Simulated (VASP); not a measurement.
# B (P6/mmm) in VASP: notebook

The runs below take B through single point, relaxation of cell and atoms, with PBE.

Everything below comes from runs of VASP 6.6.1. Logs are shortened: lines on timing, memory, paths and dates and some standing lists are left out, and cuts for length are marked.

## Step 1: The cell of the first run

It takes space group P6/mmm (No. 191, hexagonal). Conventional cell: a = 1.840 Å, b = 1.840 Å, c = 2.215 Å, α = 90.00°, β = 90.00°, γ = 120.00°. Within 2.4 Å of B (site symmetry 6/mmm) lie 8 B at 1.84 to 2.21 Å.

This isn't the form of B at room conditions, which is rhombohedral.

## Step 2: Single point, PBE

Contents of INCAR:

```
PREC = Accurate
ENCUT = 500
EDIFF = 1E-6
ISMEAR = 0
SIGMA = 0.1
LREAL = False
LASPH = True
NELM = 120
ALGO = Normal
ISIF = 2
LWAVE = False
LCHARG = True
GGA = PE
LELF = True
LVHAR = True
NBANDS = 8
GGA_COMPAT = False
```

Contents of KPOINTS:

```
Automatic mesh
0
Gamma
  9 9 8
```

Contents of POSCAR:

```
B
1.0
    1.8401180960      0.0000000000      0.0000000000
   -0.9200590480      1.5935890171      0.0000000000
    0.0000000000      0.0000000000      2.2149125628
B
1
Direct
    0.0000000000      0.0000000000      0.0000000000
```

Potentials or basis: VASP PAW PBE potentials, release 64 (B).

The run is started by

```console
$ cat potpaw_PBE.64/B/POTCAR > POTCAR
$ mpirun -np 1 vasp_std > vasp.out
```

OUTCAR:

```text
PREC = Accurate
   ENCUT = 500
   EDIFF = 1E-6
   ISMEAR = 0
   LREAL = False
   LASPH = True
   NELM = 120
   ISIF = 2
   GGA = PE

 ion  position               nearest neighbor table
   1  0.000  0.000  0.000-

  LATTYP: Found a hexagonal cell.
 ALAT       =     1.8401180960
 C/A-ratio  =     1.2036795723

  Lattice vectors:

 A1 = (   1.8401180960,   0.0000000000,   0.0000000000)
 A2 = (  -0.9200590480,   1.5935890171,   0.0000000000)
 A3 = (   0.0000000000,   0.0000000000,   2.2149125628)

Analysis of symmetry for initial positions (statically):
=====================================================================
 Subroutine PRICEL returns:
 Original cell was already a primitive cell.

 Routine SETGRP: Setting up the symmetry group for a
 hexagonal supercell.

 Subroutine GETGRP returns: Found 24 space group operations
 (whereof 24 operations were pure point group operations)
 out of a pool of 24 trial point group operations.

The static configuration has the point symmetry D_6h.

Analysis of symmetry for dynamics (positions and initial velocities):
=====================================================================
 Subroutine PRICEL returns:
 Original cell was already a primitive cell.

 Routine SETGRP: Setting up the symmetry group for a
 hexagonal supercell.

 Subroutine GETGRP returns: Found 24 space group operations
 (whereof 24 operations were pure point group operations)
 out of a pool of 24 trial point group operations.

The dynamic configuration has the point symmetry D_6h.

 Subroutine INISYM returns: Found 24 space group operations
 (whereof 24 operations are pure point group operations),
 and found     1 'primitive' translations

----------------------------------------------------------------------------------------

                                     Primitive cell

  volume of cell :       6.4950

  direct lattice vectors                    reciprocal lattice vectors
     1.840118096  0.000000000  0.000000000     0.543443381  0.313757182  0.000000000
    -0.920059048  1.593589017  0.000000000     0.000000000  0.627514365  0.000000000
     0.000000000  0.000000000  2.214912563     0.000000000  0.000000000  0.451485091

  length of vectors
     1.840118096  1.840118096  2.214912563     0.627514365  0.627514365  0.451485091

  position of ions in fractional coordinates (direct lattice)
     0.000000000  0.000000000  0.000000000

  ion indices of the primitive-cell ions
   primitive index   ion index
                 1           1

[... 69 lines left out ...]
   ENCUT  =  500.0 eV  36.75 Ry    6.06 a.u.   3.35  3.35  4.04*2*pi/ulx,y,z
   NELM   =    120;   NELMIN=  2; NELMDL= -5     # of ELM steps
   EDIFF  = 0.1E-05   stopping-criterion for ELM
   LREAL  =      F    real-space projection
   EDIFFG = 0.1E-04   stopping-criterion for IOM
   NSW    =      0    number of steps for IOM
   IBRION =     -1    ionic relax: 0-MD 1-quasi-New 2-CG
   NFREE  =      0    steps in history (QN), initial steepest desc. (CG)
   ISIF   =      2    stress and relaxation
   ISYM   =      2    0-nonsym 1-usesym 2-fastsym
   POTIM  = 0.5000    time-step for ionic-motion
   TEBEG  =    0.0;   TEEND  =   0.0 temperature during run
   PSTRESS=    0.0 pullay stress
   NELECT =       3.0000    total number of electrons
   NUPDOWN=      -1.0000    fix difference up-down
   EMIN   =  10.00;   EMAX   =-10.00  energy-range for DOS
   EFERMI =   0.00;   METHOD = LEGACY
   ISMEAR =     0;   SIGMA  =   0.10  broadening in eV -4-tet -1-fermi 0-gaus
   EFERMI_NEDOS =   21; number of points for ismear=-14 and -15
   IALGO  =     38    algorithm
   IMIX   =      4    mixing-type and parameters
     AMIX     =   0.40;   BMIX     =  1.00
     AMIX_MAG =   1.60;   BMIX_MAG =  1.00
  volume/ion in A,a.u.               =       6.49        43.83
  Fermi-wavevector in a.u.,A,eV,Ry     =   1.265481  2.391413 21.788952  1.601443
  Thomas-Fermi vector in A             =   2.398732
   LORBIT       =      0    0 simple, 1 ext, 2 COOP (PROOUT), +10 PAW based schemes
   GGA     = PE    functional components
   LHFCALC =     F    Hartree Fock is set to
   AEXX    =    0.0000 exact exchange contribution
   IVDW    =     0    specifies the selected vdW correction
   LEPSILON=     F    determine dielectric tensor
   LRPA    =     F    only Hartree local field effects (RPA)
 non-spin polarized calculation
 Gauss-broadening in eV      SIGMA  =   0.10
  energy-cutoff  :      500.00
  volume of cell :        6.49
 maximum number of plane-waves:       176
 NGX is ok and might be reduce to    14

 number of electron       3.0000000 magnetization

 Free energy of the ion-electron system (eV)
  ---------------------------------------------------
  ext. energy  EPLUGINS =         0.00000000
  ---------------------------------------------------
  free energy    TOTEN  =        -5.64908713 eV

  energy without entropy =       -5.64769689  energy(sigma->0) =       -5.64839201

 E-fermi :   8.4550     XC(G=0): -12.4608

 val. band max:        8.4038555355   @ k =   0.4444   0.0000   0.5000
 cond. band min:       8.4789384246   @ k =   0.4444   0.0000   0.3750
 fundamental gap:      0.0750828891
 Fermi energy:         8.4549839030

 k-point     1 :       0.0000    0.0000    0.0000
  band No.  band energies     occupation
      1      -8.9240      2.00000
      2      12.3762      0.00000
      3      22.8331      0.00000
      4      28.6333      0.00000
      5      28.6333      0.00000
      6      47.1360      0.00000
      7      47.1360      0.00000
      8      50.8675      0.00000
[... 243 lines left out ...]
 k-point    24 :       0.3333    0.3333    0.1250
  band No.  band energies     occupation
      1       5.1130      2.00000
      2       5.1130      2.00000
      3      11.5204      0.00000
      4      21.6589      0.00000
      5      32.3012      0.00000
      6      32.3012      0.00000
      7      46.0523      0.00000
      8      46.2468      0.00000

 [... further k-points ...]
[... 5 lines left out ...]
  --------------------------------------------------------------------------------------
  -------------------------------------------------------------------------------------
  Total       -0.0010948     -0.0010948      0.0066599      0.0000000      0.0000000     -0.0000000
  in kB       -0.2700608     -0.2700608      1.6428599      0.0000000      0.0000000     -0.0000000
  external PRESSURE =       0.3675795 kB  Pullay stress =       0.0000000 kB

 VOLUME and BASIS-vectors are now :
 -----------------------------------------------------------------------------
  energy-cutoff  :      500.00
  volume of cell :        6.49
      direct lattice vectors                 reciprocal lattice vectors
     1.840118096  0.000000000  0.000000000     0.543443381  0.313757182  0.000000000
    -0.920059048  1.593589017  0.000000000     0.000000000  0.627514365  0.000000000
     0.000000000  0.000000000  2.214912563     0.000000000  0.000000000  0.451485091

 POSITION                                       TOTAL-FORCE (eV/Angst)
 -----------------------------------------------------------------------------------
      0.00000      0.00000      0.00000        -0.000000      0.000000      0.000000
 -----------------------------------------------------------------------------------
    total drift:                                0.000000     -0.000000      0.000000

  FREE ENERGIE OF THE ION-ELECTRON SYSTEM (eV)
  ---------------------------------------------------
  free  energy   TOTEN  =        -5.6490871272 eV

  energy  without entropy=       -5.6476968897  energy(sigma->0) =       -5.64839201
```

OSZICAR:

```text
N       E                     dE             d eps       ncg     rms          rms(c)
DAV:   1    -0.383674461930E+01   -0.38367E+01   -0.15272E+03  1080   0.284E+02
DAV:   2    -0.573812756551E+01   -0.19014E+01   -0.17944E+01  1320   0.332E+01
DAV:   3    -0.574074040705E+01   -0.26128E-02   -0.26099E-02  1112   0.123E+00
DAV:   4    -0.574074051395E+01   -0.10691E-06   -0.10689E-06  1400   0.754E-03
DAV:   5    -0.574074051383E+01    0.12216E-09   -0.21555E-11  1080   0.232E-05    0.224E+00
DAV:   6    -0.567487112931E+01    0.65869E-01   -0.37301E-02   992   0.837E-01    0.129E+00
DAV:   7    -0.564915815048E+01    0.25713E-01   -0.43050E-02  1008   0.906E-01    0.195E-01
DAV:   8    -0.564912529737E+01    0.32853E-04   -0.65361E-04  1208   0.158E-01    0.333E-02
DAV:   9    -0.564908695981E+01    0.38338E-04   -0.75368E-05  1000   0.418E-02    0.531E-03
DAV:  10    -0.564908712716E+01   -0.16736E-06   -0.60715E-07   920   0.517E-03
   1 F= -.56490871E+01 E0= -.56483920E+01  d E =-.139024E-02
```

Run time: 1.8 s. Hardware: 1 thread of Intel Xeon 6975P-C (Granite Rapids), shared host; peak memory 0.1 GiB.

What came out:

```yaml
Free_energy: -5.6491 eV
Pressure: 0.0 GPa
Band_gap_on_the_k_mesh: zero (an odd number of electrons rules out a gap without spin polarisation)
```

Levels at points of the mesh, in eV from the Fermi level:
| k point | band 1 | band 2 | band 3 | band 4 | band 5 | band 6 | band 7 |
| --- | --- | --- | --- | --- | --- | --- | --- |
| (0.00, 0.00, 0.00) | -17.38 | 3.92 | 14.38 | 20.18 | 20.18 | 38.68 | 38.68 |
| (0.00, 0.00, 0.50) | -11.92 | -10.15 | 21.27 | 21.27 | 33.31 | 42.35 | 42.35 |

Caveat: the k points lie up to 0.44 Å⁻¹ apart, too coarse for converged energies and pressures of a metal.

## Step 3: Single point, PBE

This run uses another cell than the first one, of 7.10 Å³/atom.

Contents of INCAR:

```
SYSTEM = B
ALGO     = Normal         ! electronic algorithm
EDIFF    = 1E-6           ! SCF threshold, eV
ENCUT    = 500            ! plane-wave cutoff, eV
GGA      = PE             ! functional
GGA_COMPAT= .False.      
ISIF     = 2              ! what is computed and relaxed
ISMEAR   = 0              ! smearing method
LASPH    = .True.         ! aspherical terms in the spheres
LCHARG   = .False.        ! write CHGCAR
LREAL    = .False.        ! projectors in reciprocal space
LWAVE    = .False.        ! write WAVECAR
NBANDS   = 8              ! bands
NELM     = 120            ! most SCF steps
PREC     = Accurate       ! precision mode
SIGMA    = 0.1            ! smearing width, eV
```

Contents of KPOINTS:

```
k-points
0
Gamma
  9 9 10
  0 0 0
```

Contents of POSCAR:

```
B
1.0
    2.0622185300      0.0000000000      0.0000000000
   -1.0311092650      1.7859336352      0.0000000000
    0.0000000000      0.0000000000      1.9268854390
B
1
Direct
    0.0000000000      0.0000000000      0.0000000000
```

Potentials or basis: VASP PAW PBE potentials, release 64 (B).

The run is started by

```console
$ cat potpaw_PBE.64/B/POTCAR > POTCAR
$ mpirun -np 1 vasp_std > vasp.out
```

It took 1.7 s on 1 thread of Intel Xeon 6975P-C (Granite Rapids), shared host; peak memory 0.1 GiB.

It converged, with:

* Free energy: -5.4022 eV
* Pressure: -15.3 GPa
* Band gap on the k mesh: zero (an odd number of electrons rules out a gap without spin polarisation)

Stress tensor (GPa, compression positive):
```
-21.02   0.00   0.00
  0.00 -21.02   0.00
  0.00   0.00  -3.81
```

Levels at points of the mesh, in eV from the Fermi level:
```
           k point  band 1  band 2  band 3  band 4  band 5
(0.00, 0.00, 0.00)  -15.57   12.68   14.24   14.24   23.50
(0.00, 0.00, 0.50)   -8.02   -6.61   17.36   17.36   30.47
```

Caveat: the k points lie up to 0.39 Å⁻¹ apart, too coarse for converged energies and pressures of a metal.

## Step 4: Relaxation of cell and atoms, PBE

This run uses another cell than the first one, of 7.10 Å³/atom.

Contents of INCAR:

```
ALGO = Normal
EDIFF = 1E-7
EDIFFG = -0.04
ENCUT = 500
GGA = PE
GGA_COMPAT = F
IBRION = 2
ISIF = 3
ISMEAR = 0
LASPH = T
LCHARG = F
LREAL = F
LWAVE = F
NELM = 120
NELMIN = 4
NSW = 90
PREC = Accurate
SIGMA = 0.1
```

Contents of KPOINTS:

```
k-points
0
Gamma
  9 9 8
```

POSCAR is that of step 3.

The run is started by

```console
$ cat potpaw_PBE.64/B/POTCAR > POTCAR
$ mpirun -np 1 vasp_std > vasp.out
```

It took 4.4 s on 1 thread of Intel Xeon 6975P-C (Granite Rapids), shared host; peak memory 0.1 GiB.

It converged, with:

* Free energy: -5.6498 eV
* Relaxed volume: 6.50 Å³/atom
* Relaxed cell: a = 1.840 Å, b = 1.840 Å, c = 2.215 Å, α = 90.00°, β = 90.00°, γ = 120.00°
* Space group after relaxing (to 0.1 Å): P6/mmm (No. 191)
* Energy gained by relaxing: 254.5 meV/atom
* Ionic steps: 9
* Pressure after relaxing: 0.0 GPa
* Band gap on the k mesh: zero (an odd number of electrons rules out a gap without spin polarisation)

Step by step:
```
step  energy change (eV)  largest force (eV/Å)  pressure (GPa)  volume (Å³)
   1              0.0000                0.0000          -13.96         7.10
   2             -0.1257                0.0000           -4.21         6.47
   3             -0.1654                0.0000           17.35         5.97
   4             -0.2373                0.0000           16.11         6.13
   5             -0.2373                0.0000           16.09         6.13
   6             -0.2486                0.0000           -7.84         6.69
   7             -0.2541                0.0000            0.10         6.48
   8             -0.2544                0.0000           -0.02         6.50
   9             -0.2545                0.0000            0.02         6.50
```

Final structure:
```
B
1.0
     1.84005    0.00000    0.00000
    -0.92002    1.59353    0.00000
     0.00000    0.00000    2.21528
B
1
Direct
  0.00000 0.00000 0.00000
```

Levels at points of the mesh, in eV from the Fermi level:
```
           k point  band 1  band 2  band 3  band 4  band 5
(0.00, 0.00, 0.00)  -17.38    3.91   14.37   20.18   20.18
(0.00, 0.00, 0.50)  -11.92  -10.15   21.27   21.27   33.31
```

Caveat: the k points lie up to 0.44 Å⁻¹ apart in the final cell, too coarse for converged energies and pressures of a metal.

## Step 5: Relaxation of cell and atoms, PBE

This run uses another cell than the first one: it holds 3 atoms, not 1.

Contents of INCAR:

```
SYSTEM = B
ALGO = Normal
EDIFF = 1E-6
EDIFFG = -0.04
ENCUT = 600
GGA = PE
IBRION = 2
ISIF = 3
ISMEAR = 0
LASPH = .True.
LCHARG = .False.
LREAL = .False.
LWAVE = .False.
NELM = 80
NSW = 90
PREC = Accurate
SIGMA = 0.1
```

Contents of KPOINTS:

```
k-points
0
Gamma
  6 6 8
  0 0 0
```

Contents of POSCAR:

```
B
1.0
    3.5789488132      0.0000000000      0.0000000000
   -1.7894744066      3.0994605911      0.0000000000
    0.0000000000      0.0000000000      2.1940512290
B
3
Direct
    0.0000000000      0.0000000000      0.0000000000
    0.3333333333      0.6666666667      0.5000000000
    0.6666666667      0.3333333333      0.5000000000
```

The run is started by

```console
$ cat potpaw_PBE.64/B/POTCAR > POTCAR
$ mpirun -np 1 vasp_std > vasp.out
```

Wall time 28 s (1 thread of Intel Xeon 8259CL, shared host); peak memory 0.14 GiB.

The run converged. Its results:

```
Free energy                           : -15.3401 eV
Relaxed volume                        : 6.13 Å³/atom
Relaxed cell                          : a = 3.265 Å, b = 3.265 Å, c = 1.991 Å, α = 90.00°, β = 90.00°, γ = 120.00°
Space group after relaxing (to 0.1 Å) : P6/mmm (No. 191)
Energy gained by relaxing             : 288.8 meV/atom
Ionic steps                           : 5
Pressure after relaxing               : -0.5 GPa
Band gap on the k mesh                : zero (an odd number of electrons rules out a gap without spin polarisation)
```

Stress tensor (GPa, compression positive):
```
-0.29  0.00  0.00
 0.00 -0.29  0.00
 0.00  0.00 -0.78
```

Step by step:
| step | energy change (eV) | largest force (eV/Å) | pressure (GPa) | volume (Å³) |
| --- | --- | --- | --- | --- |
| 1 | 0.0000 | 0.0000 | -34.86 | 24.34 |
| 2 | -0.8628 | 0.0000 | -3.69 | 18.64 |
| 3 | -0.8662 | 0.0000 | -0.18 | 18.36 |
| 4 | -0.8658 | 0.0000 | 1.28 | 18.25 |
| 5 | -0.8664 | 0.0000 | -0.45 | 18.38 |

Final structure:
```yaml
crystal:
  lattice:
    - [3.26541, 0.00000, 0.00000]
    - [-1.63271, 2.82793, 0.00000]
    - [0.00000, 0.00000, 1.99072]
  atoms:
    - { symbol: B, position: [0.00000, 0.00000, 0.00000] }
    - { symbol: B, position: [0.33333, 0.66667, 0.50000] }
    - { symbol: B, position: [0.66667, 0.33333, 0.50000] }
```

Levels at points of the mesh, in eV from the Fermi level:
```csv
k point,band 1,band 2,band 3,band 4,band 5,band 6,band 7,band 8
"(0.00, 0.00, 0.00)",-18.27,-4.45,-4.45,-4.43,-4.43,0.27,0.77,8.10
"(0.50, 0.00, 0.00)",-14.63,-14.43,-8.84,-4.26,7.18,7.79,8.12,8.31
"(0.00, 0.00, 0.50)",-10.77,-10.71,0.67,0.67,1.19,2.99,2.99,3.61
"(0.50, 0.00, 0.50)",-8.66,-7.95,-5.56,-5.25,-1.74,1.29,1.49,2.38
```

Caveat: the volume moved by over 15 % at a fixed basis, so the end points are rough.

## Step 6: The runs side by side

```tsv
task	cell	k mesh	cutoff (eV)	gap on the mesh (eV)	pressure (GPa)	relaxed volume (Å³/atom)
single point	a = 1.840, b = 1.840, c = 2.215 Å, angles 90.0, 90.0, 120.0°, 1 atom, atomic positions A	9 × 9 × 8	500	none	0.0	-
single point	a = 2.062, b = 2.062, c = 1.927 Å, angles 90.0, 90.0, 120.0°, 1 atom, atomic positions A	9 × 9 × 10	500	none	-15.3	-
relaxation of cell and atoms	relaxed from a = 2.062, b = 2.062, c = 1.927 Å, angles 90.0, 90.0, 120.0°, 1 atom, atomic positions A	9 × 9 × 8	500	none	0.0	6.50
relaxation of cell and atoms	relaxed from a = 3.579, b = 3.579, c = 2.194 Å, angles 90.0, 90.0, 120.0°, 3 atoms, atomic positions B	6 × 6 × 8	600	none	-0.5	6.13
```

Alike in all rows: level PBE; potentials or basis VASP PAW PBE potentials, release 64 (B); no spin polarisation; smearing gaussian 0.1 eV.

Caveats: some runs use coarse meshes; the volume moved by over 15 % at a fixed basis, so the end points are rough (at least some runs).

Absolute energies hang on the potentials; compare differences alone.
